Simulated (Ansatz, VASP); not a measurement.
Ta in VASP and in Ansatz

```
Ta
1.0
    -1.65947    1.65947    1.65947
     1.65947   -1.65947    1.65947
     1.65947    1.65947   -1.65947
Ta
1
Direct
  0.00000 0.00000 0.00000
```

Alike in both runs: task single point; functional PBE; k mesh 18 × 18 × 18; occupations gaussian, width 0.05 eV; no spin polarisation.

|  | VASP | Ansatz |
| --- | --- | --- |
| version | VASP 6.6.1 | Ansatz 0.2.0 |
| potentials or method | VASP PAW PBE potentials, release 64 (Ta_pv), cutoff 520 eV | scalar-relativistic, plane waves, PAW |
| valence electrons in the cell | 11 | 13 |

```csv
,VASP,Ansatz,Ansatz less VASP
gap on the k mesh at the Fermi level (eV),none,none,-
pressure (GPa),0.1,0.0,-0.09
```

A gap of «none» marks a metal or a gap that the smearing closes. The functional is the same, so the differences come from potentials, cutoffs and numerics. VASP's potentials hold 11 valence electrons a cell and Ansatz's 13, so a difference there can come from the potentials and not from the codes.

Spin-orbit coupling is off throughout.
